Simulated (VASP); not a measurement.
Input of a VASP 6.6.1 run:

The input INCAR:

```
SYSTEM = IrRu4
  PREC = Accurate
  ENCUT = 500
  EDIFF = 1E-6
  ISMEAR = 0
  SIGMA = 0.1
  LREAL = .FALSE.
  LASPH = .TRUE.
  NELM = 300
  ALGO = All
  ISIF = 2
  LWAVE = .FALSE.
  LCHARG = .TRUE.
  GGA = PE
  LVHAR = .TRUE.
  NBANDS = 76
  GGA_COMPAT = .FALSE.
  ISEARCH = 1
  KPAR = 4
```

Contents of KPOINTS:

```
regular mesh
0
G
  18 18 2
  0 0 0
```

Contents of POSCAR:

```
IrRu4
1.0
    2.7269719842      0.0000000000      0.0000000000
   -1.3634859921      2.3616270137      0.0000000000
    0.0000000000      0.0000000000     21.5919263000
Ru Ir
8 2
Direct
    0.3333333333      0.6666666667      0.6482590000
    0.3333333333      0.6666666667      0.8517410000
    0.3333333333      0.6666666667      0.0497830000
    0.3333333333      0.6666666667      0.4502170000
    0.6666666667      0.3333333333      0.9502170000
    0.6666666667      0.3333333333      0.1482590000
    0.6666666667      0.3333333333      0.3517410000
    0.6666666667      0.3333333333      0.5497830000
    0.3333333333      0.6666666667      0.2500000000
    0.6666666667      0.3333333333      0.7500000000
```

Potentials or basis: VASP PAW PBE potentials, release 64 (Ru_pv, Ir).

Run with:

```bash
$ cat potpaw_PBE.64/Ru_pv/POTCAR potpaw_PBE.64/Ir/POTCAR > POTCAR
$ mpirun -np 4 vasp_std > vasp.out
```

(1) Predict the pressure.

(2) What does it give for the largest force?

## Answers

(1) 0.1 GPa.

(2) 0.012 eV/Å.
